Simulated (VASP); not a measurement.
# C (Fd-3m) in VASP: further runs

The runs below take C through single point, with r2SCAN.

Program: VASP 6.6.1. These are calculated values, not measurements. Logs are shortened: lines on timing, memory, paths and dates and some standing lists are left out, and cuts for length are marked.

**1. The cell of the first run**

Symmetry: Fd-3m, No. 227, cubic system. Conventional cell: a = 3.567 Å, b = 3.567 Å, c = 3.567 Å, α = 90.00°, β = 90.00°, γ = 90.00°. Within 2.1 Å of C (site symmetry -43m) lie 4 C at 1.54 Å.

**2. Single point, r2SCAN**

The input, POSCAR:

```
C
1.0
    0.0000000000      1.7834400000      1.7834400000
    1.7834400000      0.0000000000      1.7834400000
    1.7834400000      1.7834400000      0.0000000000
C
2
Direct
    0.5000000000      0.5000000000      0.5000000000
    0.7500000000      0.7500000000      0.7500000000
```

The input, INCAR.step1:

```
  PREC = Accurate
  ENCUT = 520
  ISMEAR = 0
  SIGMA = 0.05
  LREAL = False
  LASPH = True
  NELM = 100
  NBANDS = 11
  GGA = PE
  ALGO = Normal
  EDIFF = 1E-4
  LWAVE = True
  LCHARG = False
```

The input, INCAR.step2:

```
  PREC = Accurate
  ENCUT = 520
  EDIFF = 1E-6
  ISMEAR = 0
  SIGMA = 0.05
  LREAL = False
  LASPH = True
  NELM = 100
  ALGO = Normal
  ISIF = 2
  LWAVE = False
  LCHARG = False
  METAGGA = R2SCAN
  LMIXTAU = True
  NBANDS = 11
  ISTART = 1
```

The input, KPOINTS:

```
Automatic mesh
0
Gamma
  12 12 12
```

Potentials or basis: VASP PAW PBE potentials, release 64 (C).

On the command line:

```bash
$ cat potpaw_PBE.64/C/POTCAR > POTCAR
$ cp INCAR.step1 INCAR
$ mpirun -np 1 vasp_std > vasp.out
$ cp INCAR.step2 INCAR
$ mpirun -np 1 vasp_std > vasp.out
```

OUTCAR:

```text
PREC = Accurate
   ENCUT = 520
   EDIFF = 1E-6
   ISMEAR = 0
   LREAL = False
   LASPH = True
   NELM = 100
   ISIF = 2
   METAGGA = R2SCAN
   ISTART = 1

 ion  position               nearest neighbor table
   1  0.500  0.500  0.500-   2 1.54   2 1.54   2 1.54   2 1.54
   2  0.750  0.750  0.750-   1 1.54   1 1.54   1 1.54   1 1.54

  LATTYP: Found a face centered cubic cell.
 ALAT       =     3.5668800000

  Lattice vectors:

 A1 = (   0.0000000000,   1.7834400000,   1.7834400000)
 A2 = (   1.7834400000,   0.0000000000,   1.7834400000)
 A3 = (   1.7834400000,   1.7834400000,   0.0000000000)

Analysis of symmetry for initial positions (statically):
=====================================================================
 Subroutine PRICEL returns:
 Original cell was already a primitive cell.

 Routine SETGRP: Setting up the symmetry group for a
 face centered cubic supercell.

 Subroutine GETGRP returns: Found 48 space group operations
 (whereof 24 operations were pure point group operations)
 out of a pool of 48 trial point group operations.

The static configuration has the point symmetry T_d .
 The point group associated with its full space group is O_h .

Analysis of symmetry for dynamics (positions and initial velocities):
=====================================================================
 Subroutine PRICEL returns:
 Original cell was already a primitive cell.

 Routine SETGRP: Setting up the symmetry group for a
 face centered cubic supercell.

 Subroutine GETGRP returns: Found 48 space group operations
 (whereof 24 operations were pure point group operations)
 out of a pool of 48 trial point group operations.

The dynamic configuration has the point symmetry T_d .
 The point group associated with its full space group is O_h .

 Subroutine INISYM returns: Found 48 space group operations
 (whereof 24 operations are pure point group operations),
 and found     1 'primitive' translations

----------------------------------------------------------------------------------------

                                     Primitive cell

  volume of cell :      11.3450

  direct lattice vectors                    reciprocal lattice vectors
     0.000000000  1.783440000  1.783440000    -0.280357063  0.280357063  0.280357063
     1.783440000  0.000000000  1.783440000     0.280357063 -0.280357063  0.280357063
     1.783440000  1.783440000  0.000000000     0.280357063  0.280357063 -0.280357063

  length of vectors
     2.522165036  2.522165036  2.522165036     0.485592677  0.485592677  0.485592677

  position of ions in fractional coordinates (direct lattice)
     0.500000000  0.500000000  0.500000000
     0.750000000  0.750000000  0.750000000

  ion indices of the primitive-cell ions
   primitive index   ion index
                 1           1
                 2           2

----------------------------------------------------------------------------------------

 KPOINTS: Automatic mesh

Automatic generation of k-mesh.
 Grid dimensions read from file:
 generate k-points for:   12   12   12

 Generating k-lattice:

  Cartesian coordinates                     Fractional coordinates (reciprocal lattice)
    -0.023363089  0.023363089  0.023363089     0.083333333  0.000000000  0.000000000
     0.023363089 -0.023363089  0.023363089     0.000000000  0.083333333  0.000000000
     0.023363089  0.023363089 -0.023363089     0.000000000  0.000000000  0.083333333

  Length of vectors
     0.040466056  0.040466056  0.040466056

  Shift w.r.t. Gamma in fractional coordinates (k-lattice)
     0.000000000  0.000000000  0.000000000

 Subroutine IBZKPT returns following result:
 ===========================================

 Found     72 irreducible k-points:

 Following reciprocal coordinates:
            Coordinates               Weight
  0.000000  0.000000  0.000000      1.000000
  0.083333  0.000000  0.000000      8.000000
  0.166667  0.000000  0.000000      8.000000
  0.250000  0.000000  0.000000      8.000000
  0.333333  0.000000  0.000000      8.000000
  0.416667  0.000000  0.000000      8.000000
[... 16 lines left out ...]
  0.500000  0.166667  0.000000     24.000000
 -0.416667  0.166667  0.000000     24.000000
 [... further k-points ...]
   k-points           NKPTS =     72   k-points in BZ     NKDIM =     72   number of bands    NBANDS=     11
   number of dos      NEDOS =    301   number of ions     NIONS =      2
   total plane-waves  NPLWV =   8000
   dimension x,y,z NGX =    20 NGY =   20 NGZ =   20
   dimension x,y,z NGXF=    40 NGYF=   40 NGZF=   40
   ions per type =               2
   NGX,Y,Z   is equivalent  to a cutoff of  13.18, 13.18, 13.18 a.u.
   NGXF,Y,Z  is equivalent  to a cutoff of  26.37, 26.37, 26.37 a.u.
 SYSTEM =  unknown system
   PREC   = accura    normal or accurate (medium, high low for compatibility)
   ISTART =      1    job   : 0-new  1-cont  2-samecut
   ICHARG =      0    charge: 1-file 2-atom 10-const
   ISPIN  =      1    spin polarized calculation?
   LNONCOLLINEAR =      F non collinear calculations
   LSORBIT =      F    spin-orbit coupling
   LASPH  =      T    aspherical Exc in radial PAW
   ENCUT  =  520.0 eV  38.22 Ry    6.18 a.u.   4.69  4.69  4.69*2*pi/ulx,y,z
   NELM   =    100;   NELMIN=  2; NELMDL=  0     # of ELM steps
   EDIFF  = 0.1E-05   stopping-criterion for ELM
   LREAL  =      F    real-space projection
   EDIFFG = 0.1E-04   stopping-criterion for IOM
   NSW    =      0    number of steps for IOM
   IBRION =     -1    ionic relax: 0-MD 1-quasi-New 2-CG
   NFREE  =      0    steps in history (QN), initial steepest desc. (CG)
   ISIF   =      2    stress and relaxation
   ISYM   =      2    0-nonsym 1-usesym 2-fastsym
   POTIM  = 0.5000    time-step for ionic-motion
   TEBEG  =    0.0;   TEEND  =   0.0 temperature during run
   PSTRESS=    0.0 pullay stress
   NELECT =       8.0000    total number of electrons
   NUPDOWN=      -1.0000    fix difference up-down
   EMIN   =  10.00;   EMAX   =-10.00  energy-range for DOS
   EFERMI =   0.00;   METHOD = LEGACY
   ISMEAR =     0;   SIGMA  =   0.05  broadening in eV -4-tet -1-fermi 0-gaus
   EFERMI_NEDOS =   21; number of points for ismear=-14 and -15
   IALGO  =     38    algorithm
   IMIX   =      4    mixing-type and parameters
     AMIX     =   0.40;   BMIX     =  1.00
     AMIX_MAG =   1.60;   BMIX_MAG =  1.00
  volume/ion in A,a.u.               =       5.67        38.28
  Fermi-wavevector in a.u.,A,eV,Ry     =   1.457146  2.753606 28.888893  2.123274
  Thomas-Fermi vector in A             =   2.573981
   LORBIT       =      0    0 simple, 1 ext, 2 COOP (PROOUT), +10 PAW based schemes
   METAGGA = R2SCAN    functional components
   LHFCALC =     F    Hartree Fock is set to
   AEXX    =    0.0000 exact exchange contribution
   IVDW    =     0    specifies the selected vdW correction
   LEPSILON=     F    determine dielectric tensor
   LRPA    =     F    only Hartree local field effects (RPA)
 non-spin polarized calculation
 Gauss-broadening in eV      SIGMA  =   0.05
  energy-cutoff  :      520.00
  volume of cell :       11.35
 maximum number of plane-waves:       316
   NGX =  9   NGY =  9   NGZ =  9

 number of electron       7.9999999 magnetization

 Free energy of the ion-electron system (eV)
  ---------------------------------------------------
  ext. energy  EPLUGINS =         0.00000000
  ---------------------------------------------------
  free energy    TOTEN  =       -19.65727036 eV

  energy without entropy =      -19.65727036  energy(sigma->0) =      -19.65727036

 E-fermi :  10.0922     XC(G=0): -14.2572

 val. band max:        9.7111722026   @ k =   0.0000   0.0000   0.0000
 cond. band min:      14.0533460423   @ k =   0.3333   0.3333   0.0000
 fundamental gap:      4.3421738396
 Fermi energy:        10.0922280255

 k-point     1 :       0.0000    0.0000    0.0000
  band No.  band energies     occupation
      1     -12.9826      2.00000
      2       9.7112      2.00000
      3       9.7112      2.00000
      4       9.7112      2.00000
      5      15.5463      0.00000
      6      15.5463      0.00000
      7      15.5463      0.00000
      8      23.5264      0.00000
      9      30.1031      0.00000
     10      37.0979      0.00000
     11      37.0979      0.00000

 k-point     2 :       0.0833    0.0000    0.0000
  band No.  band energies     occupation
      1     -12.7817      2.00000
      2       8.3946      2.00000
      3       9.3662      2.00000
      4       9.3662      2.00000
      5      15.9987      0.00000
      6      15.9987      0.00000
      7      16.3138      0.00000
      8      23.7307      0.00000
      9      30.4475      0.00000
     10      35.0473      0.00000
     11      35.0473      0.00000

 k-point     3 :       0.1667    0.0000    0.0000
  band No.  band energies     occupation
      1     -12.1815      2.00000
      2       5.7029      2.00000
      3       8.6199      2.00000
      4       8.6199      2.00000
      5      16.9790      0.00000
      6      16.9790      0.00000
      7      17.4487      0.00000
      8      24.3191      0.00000
      9      31.1664      0.00000
     10      33.4078      0.00000
     11      33.4078      0.00000

 k-point     4 :       0.2500    0.0000    0.0000
  band No.  band energies     occupation
      1     -11.1920      2.00000
      2       2.7069      2.00000
      3       7.8524      2.00000
      4       7.8524      2.00000
      5      17.8889      0.00000
      6      17.8889      0.00000
      7      18.1926      0.00000
      8      25.1371      0.00000
      9      31.6040      0.00000
     10      33.0020      0.00000
     11      33.0020      0.00000

 k-point     5 :       0.3333    0.0000    0.0000
  band No.  band energies     occupation
      1      -9.8379      2.00000
      2      -0.2138      2.00000
      3       7.2440      2.00000
      4       7.2440      2.00000
      5      18.4014      0.00000
      6      18.4014      0.00000
      7      18.5894      0.00000
      8      25.8813      0.00000
      9      31.8390      0.00000
     10      33.9222      0.00000
     11      33.9222      0.00000
[... 211 lines left out ...]
 k-point    21 :       0.3333    0.1667    0.0000
  band No.  band energies     occupation
      1     -10.0813      2.00000
      2       2.0289      2.00000
      3       5.6463      2.00000
      4       6.0479      2.00000
      5      16.0083      0.00000
      6      21.0254      0.00000
      7      21.1701      0.00000
      8      22.1028      0.00000
      9      31.6701      0.00000
     10      32.6898      0.00000
     11      37.8448      0.00000

 k-point    22 :       0.4167    0.1667    0.0000
  band No.  band energies     occupation
      1      -8.6333      2.00000
      2      -0.6478      2.00000
      3       5.1584      2.00000
      4       5.4150      2.00000
      5      16.7075      0.00000
      6      21.2997      0.00000
      7      21.3433      0.00000
      8      23.0985      0.00000
      9      32.0245      0.00000
     10      33.3932      0.00000
     11      38.3514      0.00000

 k-point    23 :       0.5000    0.1667    0.0000
  band No.  band energies     occupation
      1      -7.0125      2.00000
      2      -2.9641      2.00000
      3       4.4043      2.00000
      4       5.5062      2.00000
      5      17.1532      0.00000
      6      21.0005      0.00000
      7      21.4473      0.00000
      8      24.8341      0.00000
      9      31.0275      0.00000
     10      34.8980      0.00000
     11      37.5577      0.00000

 k-point    24 :      -0.4167    0.1667    0.0000
  band No.  band energies     occupation
      1      -6.5876      2.00000
      2      -3.4795      2.00000
      3       3.8950      2.00000
      4       5.9047      2.00000
      5      17.6131      0.00000
      6      20.4746      0.00000
      7      21.4249      0.00000
      8      26.0962      0.00000
      9      30.2692      0.00000
     10      34.9800      0.00000
     11      35.7090      0.00000

 [... further k-points ...]
[... 5 lines left out ...]
  --------------------------------------------------------------------------------------
  -------------------------------------------------------------------------------------
  Total       -0.0976078     -0.0976078     -0.0976078     -0.0000000     -0.0000000      0.0000000
  in kB      -13.7844521    -13.7844521    -13.7844521     -0.0000000     -0.0000000      0.0000000
  external PRESSURE =     -13.7844521 kB  Pullay stress =       0.0000000 kB

 VOLUME and BASIS-vectors are now :
 -----------------------------------------------------------------------------
  energy-cutoff  :      520.00
  volume of cell :       11.35
      direct lattice vectors                 reciprocal lattice vectors
     0.000000000  1.783440000  1.783440000    -0.280357063  0.280357063  0.280357063
     1.783440000  0.000000000  1.783440000     0.280357063 -0.280357063  0.280357063
     1.783440000  1.783440000  0.000000000     0.280357063  0.280357063 -0.280357063

 POSITION                                       TOTAL-FORCE (eV/Angst)
 -----------------------------------------------------------------------------------
      1.78344      1.78344      1.78344         0.000000      0.000000      0.000000
      2.67516      2.67516      2.67516        -0.000000     -0.000000     -0.000000
 -----------------------------------------------------------------------------------
    total drift:                                0.000000     -0.000000      0.000000

  FREE ENERGIE OF THE ION-ELECTRON SYSTEM (eV)
  ---------------------------------------------------
  free  energy   TOTEN  =       -19.6572703612 eV

  energy  without entropy=      -19.6572703612  energy(sigma->0) =      -19.65727036
```

It took 22 s on 1 thread of Intel Xeon Platinum 8559C (Emerald Rapids), shared host; peak memory 0.12 GiB.

What came out:

* Free energy: -19.6573 eV
* Pressure: -1.4 GPa
* Band gap on the k mesh: 4.34 eV, indirect (least direct gap 5.84 eV)

Levels at points of the mesh, in eV from the valence-band top:
| k point | band 1 | band 2 | band 3 | band 4 | band 5 | band 6 | band 7 | band 8 |
| --- | --- | --- | --- | --- | --- | --- | --- | --- |
| (0.00, 0.00, 0.00) | -22.69 | 0.00 | 0.00 | 0.00 | 5.84 | 5.84 | 5.84 | 13.82 |
| (0.50, 0.00, 0.00) | -16.75 | -14.04 | -2.98 | -2.98 | 8.88 | 8.88 | 9.13 | 16.70 |
| (0.50, 0.50, 0.00) | -13.59 | -13.59 | -6.66 | -6.66 | 5.00 | 5.00 | 17.87 | 17.87 |

Caveat: the PAW data sets were made with another functional, which shifts forces and pressure a little.

**3. Single point, r2SCAN**

POSCAR is that of step 2.

The input, INCAR.step1:

```
  PREC = Accurate
  ENCUT = 660
  ISMEAR = 0
  SIGMA = 0.05
  LREAL = False
  LASPH = True
  NELM = 120
  NBANDS = 11
  GGA = PE
  ALGO = Normal
  EDIFF = 1E-5
  LWAVE = True
  LCHARG = False
  GGA_COMPAT = False
```

INCAR.step2: that of step 2 with these lines changed.

```diff
@@ -1,3 +1,3 @@
   PREC = Accurate
-  ENCUT = 520
+  ENCUT = 660
   EDIFF = 1E-6
@@ -7,3 +7,3 @@
   LASPH = True
-  NELM = 100
+  NELM = 120
   ALGO = Normal
@@ -16 +16,2 @@
   ISTART = 1
+  GGA_COMPAT = False
```

The input, KPOINTS:

```
Automatic mesh
0
Gamma
  6 6 6
```

Potentials or basis: VASP PAW PBE potentials, release 64 (C).

On the command line:

```bash
$ cat potpaw_PBE.64/C/POTCAR > POTCAR
$ cp INCAR.step1 INCAR
$ mpirun -np 1 vasp_std > vasp.out
$ cp INCAR.step2 INCAR
$ mpirun -np 1 vasp_std > vasp.out
```

Run time: 6.5 s. Hardware: 1 thread of Intel Xeon 6975P-C (Granite Rapids), shared host; peak memory 0.13 GiB.

Results (log left out):

* Free energy: -19.6589 eV
* Pressure: -2.3 GPa
* Band gap on the k mesh: 4.34 eV, indirect (least direct gap 5.83 eV)

Levels at points of the mesh, in eV from the valence-band top:
```csv
k point,band 1,band 2,band 3,band 4,band 5,band 6,band 7,band 8,band 9
"(0.00, 0.00, 0.00)",-22.69,0.00,0.00,0.00,5.83,5.83,5.83,13.81,20.39
"(0.50, 0.00, 0.00)",-16.75,-14.04,-2.98,-2.98,8.87,8.87,9.13,16.69,23.20
"(0.50, 0.50, 0.00)",-13.59,-13.59,-6.66,-6.66,5.00,5.00,17.87,17.87,24.61
```

Caveat: the k points lie up to 0.51 Å⁻¹ apart; the PAW data sets were made with another functional, which shifts forces and pressure a little. A k mesh can miss the band edges.
